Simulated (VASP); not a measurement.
# S (R-3m) in VASP: a series of runs, part 2 of 2

VASP 6.6.1.

## (3) Single point, PBE

Input file INCAR:

```
SYSTEM = S
ALGO = Normal ; EDIFF = 1E-6
ENCUT = 520 ; GGA = PE
ISIF = 2 ; ISMEAR = -1
LASPH = .TRUE. ; LCHARG = .TRUE.
LELF = .TRUE. ; LREAL = .FALSE.
LVHAR = .TRUE. ; LWAVE = .FALSE.
NBANDS = 13 ; NELM = 60
PREC = Accurate ; SIGMA = 0.08
```

Input file KPOINTS:

```
k-points
0
G
  13 13 13
  0 0 0
```

Input file POSCAR:

```
S
1.0
    1.8096089944     -1.0447782401      2.9569316305
    0.0000000000      2.0895564801      2.9569316305
   -1.8096089944     -1.0447782401      2.9569316305
S
2
Direct
    0.2500000000      0.2500000000      0.2500000000
   -0.2500000000     -0.2500000000     -0.2500000000
```

Potentials or basis: VASP PAW PBE potentials, release 64 (S).

Run with:

```
cat potpaw_PBE.64/S/POTCAR > POTCAR
mpirun -np 1 vasp_std > vasp.out
```

OUTCAR:

```text
SYSTEM = S
   EDIFF = 1E-6
   ENCUT = 520
   GGA = PE
   ISIF = 2
   ISMEAR = -1
   LASPH = .TRUE.
   LREAL = .FALSE.
   NELM = 60
   PREC = Accurate

 ion  position               nearest neighbor table
   1  0.250  0.250  0.250-   2 2.56   2 2.56   2 2.56   2 2.56   2 2.56   2 2.56
   2  0.750  0.750  0.750-   1 2.56   1 2.56   1 2.56   1 2.56   1 2.56   1 2.56

  LATTYP: Found a trigonal (rhomboedric) cell.
 ALAT       =     3.6207307206
 COS(alpha) =     0.5004177101

  Lattice vectors:

 A1 = (   1.8096089944,  -1.0447782401,   2.9569316305)
 A2 = (   0.0000000000,   2.0895564801,   2.9569316305)
 A3 = (  -1.8096089944,  -1.0447782401,   2.9569316305)

Analysis of symmetry for initial positions (statically):
=====================================================================
 Subroutine PRICEL returns following result:

  LATTYP: Found a trigonal (rhomboedric) cell.
 ALAT       =     2.5597084698
 COS(alpha) =     0.0004178847

  Lattice vectors:

 A1 = (   1.8096089944,   1.0447782401,   1.4784658153)
 A2 = (  -1.8096089944,   1.0447782401,   1.4784658152)
 A3 = (   0.0000000000,  -2.0895564802,   1.4784658153)
[... 193 lines left out ...]
      5       3.4482      2.00000
      6       8.8517      0.00000
      7       8.8517      0.00000
      8       8.8555      0.00000
      9      12.9815      0.00000
     10      12.9912      0.00000
     11      12.9912      0.00000
     12      14.6281      0.00000
     13      14.6281      0.00000
[... 354 lines left out ...]
  band No.  band energies     occupation
      1      -7.4683      2.00000
      2      -5.3861      2.00000
      3       2.4390      2.00000
      4       2.8497      2.00000
      5       3.2242      2.00000
      6       7.0235      1.96089
      7       7.6505      0.03880
      8       7.6907      0.02365
      9      13.7321      0.00000
     10      18.2535      0.00000
     11      18.5694      0.00000
     12      19.2204      0.00000
     13      19.8149      0.00000

 [... further k-points ...]

------------------------ aborting loop because EDIFF is reached ----------------------------------------

  FORCE on cell =-STRESS in cart. coord.  units (eV):
  Direction    XX          YY          ZZ          XY          YZ          ZX
  --------------------------------------------------------------------------------------
  -------------------------------------------------------------------------------------
  Total        0.4442478      0.4442478      0.4403711     -0.0000000     -0.0000000      0.0000000
  in kB       21.2194680     21.2194680     21.0342956     -0.0000000     -0.0000000      0.0000000
  external PRESSURE =      21.1577438 kB  Pullay stress =       0.0000000 kB

 VOLUME and BASIS-vectors are now :
 -----------------------------------------------------------------------------
  energy-cutoff  :      520.00
  volume of cell :       33.54
      direct lattice vectors                 reciprocal lattice vectors
     1.809608994 -1.044778240  2.956931631     0.276302782 -0.159523486  0.112729469
     0.000000000  2.089556480  2.956931631     0.000000000  0.319046971  0.112729469
    -1.809608994 -1.044778240  2.956931631    -0.276302782 -0.159523486  0.112729469

 POSITION                                       TOTAL-FORCE (eV/Angst)
 -----------------------------------------------------------------------------------
      0.00000     -0.00000      2.21770        -0.000000     -0.000000      0.000000
      0.00000     -0.00000      6.65310         0.000000      0.000000     -0.000000
 -----------------------------------------------------------------------------------
    total drift:                               -0.000000     -0.000000     -0.000000

  FREE ENERGIE OF THE ION-ELECTRON SYSTEM (eV)
  ---------------------------------------------------
  free  energy   TOTEN  =        -7.0256491541 eV

  energy  without entropy=       -7.0084412734  energy(sigma->0) =       -7.01704521
```

stdout:

```text
POSCAR found type information on POSCAR S
 POSCAR found :  1 types and       2 ions
 scaLAPACK will be used
 LDA part: xc-table for (Slater+PW92), standard interpolation
 POSCAR, INCAR and KPOINTS ok, starting setup
 FFT: planning ... GRIDC
 FFT: planning ... GRID_SOFT
 FFT: planning ... GRID
 WAVECAR not read
 entering main loop
```

Wall time 81 s (1 thread of Intel Xeon Platinum 8259CL at 2.50GHz (Skylake/Cascade Lake), shared host); peak memory 0.2 GiB.

Results:

```yaml
Free_energy: -7.0256 eV
Pressure: 2.1 GPa
Band_gap_on_the_k_mesh: zero (bands 6 and 7 overlap by 4.74 eV)
```

## (4) Relaxation of cell and atoms, PBE, target pressure 2.3 GPa, at which the enthalpy is minimised

Input file INCAR:

```
SYSTEM = S
PREC = Accurate
ENCUT = 600
EDIFF = 1E-6
ISMEAR = -1
SIGMA = 0.08
LREAL = .False.
LASPH = .True.
NELM = 80
ALGO = Normal
ISIF = 3
LWAVE = .False.
LCHARG = .False.
GGA = PE
IBRION = 2
NSW = 32
EDIFFG = -0.005
PSTRESS = 23.0
```

Input file KPOINTS:

```
Automatic mesh
0
Gamma
  13 13 13
  0 0 0
```

Input file POSCAR:

```
S
1.0
    1.8091576447     -1.0445176532      2.9573359138
    0.0000000000      2.0890353063      2.9573359138
   -1.8091576447     -1.0445176532      2.9573359138
S
2
Direct
    0.2499998923      0.2499998923      0.2499998923
   -0.2499998923     -0.2499998923     -0.2499998923
```

Potentials or basis: VASP PAW PBE potentials, release 64 (S).

Run with:

```
cat potpaw_PBE.64/S/POTCAR > POTCAR
mpirun -np 1 vasp_std > vasp.out
```

OUTCAR:

```text
SYSTEM = S
   PREC = Accurate
   ENCUT = 600
   EDIFF = 1E-6
   ISMEAR = -1
   LREAL = .False.
   LASPH = .True.
   NELM = 80
   ISIF = 3
   GGA = PE
   IBRION = 2
   NSW = 32
   EDIFFG = -0.005
   PSTRESS = 23.0

 ion  position               nearest neighbor table
   1  0.250  0.250  0.250-   2 2.56   2 2.56   2 2.56   2 2.56   2 2.56   2 2.56
   2  0.750  0.750  0.750-   1 2.56   1 2.56   1 2.56   1 2.56   1 2.56   1 2.56

  LATTYP: Found a trigonal (rhomboedric) cell.
 ALAT       =     3.6207601713
 COS(alpha) =     0.5006750120

  Lattice vectors:

 A1 = (   1.8091576447,  -1.0445176532,   2.9573359138)
 A2 = (   0.0000000000,   2.0890353063,   2.9573359138)
 A3 = (  -1.8091576447,  -1.0445176532,   2.9573359138)

Analysis of symmetry for initial positions (statically):
=====================================================================
 Subroutine PRICEL returns following result:

  LATTYP: Found a trigonal (rhomboedric) cell.
 ALAT       =     2.5593987158
 COS(alpha) =     0.0006746058

  Lattice vectors:
[... 243 lines left out ...]
      1      -9.8788      2.00000
      2      -1.0988      2.00000
      3       3.4567      2.00000
      4       3.4673      2.00000
      5       3.4673      2.00000
      6       8.8803      0.00000
      7       8.8803      0.00000
      8       8.8855      0.00000
      9      12.9995      0.00000
     10      13.0089      0.00000
[... 287 lines left out ...]
 k-point    24 :       0.4615    0.1538    0.0000
  band No.  band energies     occupation
      1      -7.4555      2.00000
      2      -5.3680      2.00000
      3       2.4547      2.00000
      4       2.8646      2.00000
      5       3.2428      2.00000
      6       7.0465      1.96233
      7       7.6778      0.03824
      8       7.7188      0.02309
      9      13.7536      0.00000
     10      18.2834      0.00000

 [... further k-points ...]

------------------------ aborting loop because EDIFF is reached ----------------------------------------

  FORCE on cell =-STRESS in cart. coord.  units (eV):
  Direction    XX          YY          ZZ          XY          YZ          ZX
  --------------------------------------------------------------------------------------
  -------------------------------------------------------------------------------------
  Total        0.4870781      0.4870781      0.4818356     -0.0000000     -0.0000000     -0.0000000
  in kB       23.3054979     23.3054979     23.0546548     -0.0000000     -0.0000000     -0.0000000
  external PRESSURE =       0.2218835 kB  Pullay stress =      23.0000000 kB

 VOLUME and BASIS-vectors are now :
 -----------------------------------------------------------------------------
  energy-cutoff  :      600.00
  volume of cell :       33.49
      direct lattice vectors                 reciprocal lattice vectors
     1.808425343 -1.044094858  2.955690846     0.276483628 -0.159627897  0.112776793
    -0.000000000  2.088189717  2.955690846     0.000000000  0.319255794  0.112776793
    -1.808425343 -1.044094858  2.955690846    -0.276483628 -0.159627897  0.112776793

 POSITION                                       TOTAL-FORCE (eV/Angst)
 -----------------------------------------------------------------------------------
      0.00000     -0.00000      2.21677         0.000000      0.000000     -0.000000
      0.00000     -0.00000      6.65031         0.000000      0.000000      0.000000
 -----------------------------------------------------------------------------------
    total drift:                               -0.000000     -0.000000     -0.000000

  FREE ENERGIE OF THE ION-ELECTRON SYSTEM (eV)
  ---------------------------------------------------
  free  energy   TOTEN  =        -7.0252697612 eV

  energy  without entropy=       -7.0080925691  energy(sigma->0) =       -7.01668117

  enthalpy is  TOTEN    =        -6.5445764797 eV   P V=        0.4806932815

 reached required accuracy - stopping structural energy minimisation
```

CONTCAR:

```text
S
   1.00000000000000
     1.8084253426029369   -1.0440948583873257    2.9556908463597096
    -0.0000000000000001    2.0881897166735861    2.9556908463593192
    -1.8084253426029369   -1.0440948583873257    2.9556908463597096
  S
     2
Direct
     0.2499998923000035    0.2499998923000035    0.2499998923000035
     0.7500001076999965    0.7500001076999965    0.7500001076999965

  0.00000000E+00  0.00000000E+00  0.00000000E+00
  0.00000000E+00  0.00000000E+00  0.00000000E+00
```

Wall time 2.3 min (1 thread of Oxide Virtual Turin-like, shared host); peak memory 0.18 GiB.

Results:

| Property | Result |
| --- | --- |
| Free energy | -7.0253 eV |
| Relaxed volume | 16.74 Å³/atom |
| Relaxed cell | a = 3.619 Å, b = 3.619 Å, c = 3.619 Å, α = 59.96°, β = 59.96°, γ = 59.96° |
| Space group after relaxing (to 0.1 Å) | Pm-3m (No. 221) |
| Energy change on relaxing (the run minimises the enthalpy) | +0.3 meV/atom |
| Ionic steps | 2 |
| Pressure after relaxing | 2.3 GPa |
| Band gap on the k mesh | zero (bands 6 and 7 overlap by 4.73 eV) |

Step by step:
```tsv
step	energy change (eV)	largest force (eV/Å)	pressure (GPa)	volume (Å³)
1	0.0000	0.0000	2.21	33.53
2	0.0006	0.0000	2.32	33.49
```

Final structure:
```cif
data_structure
_symmetry_space_group_name_H-M 'P 1'
_symmetry_Int_Tables_number 1
_cell_length_a 3.6189
_cell_length_b 3.6189
_cell_length_c 3.6189
_cell_angle_alpha 59.962
_cell_angle_beta 59.962
_cell_angle_gamma 59.962
_cell_volume 33.49
loop_
_atom_site_label
_atom_site_type_symbol
_atom_site_fract_x
_atom_site_fract_y
_atom_site_fract_z
_atom_site_occupancy
S1 S 0.25000 0.25000 0.25000 1
S2 S 0.75000 0.75000 0.75000 1
```

Caveat: the cell is relaxed towards a set pressure, so the run minimises the enthalpy, not the energy.
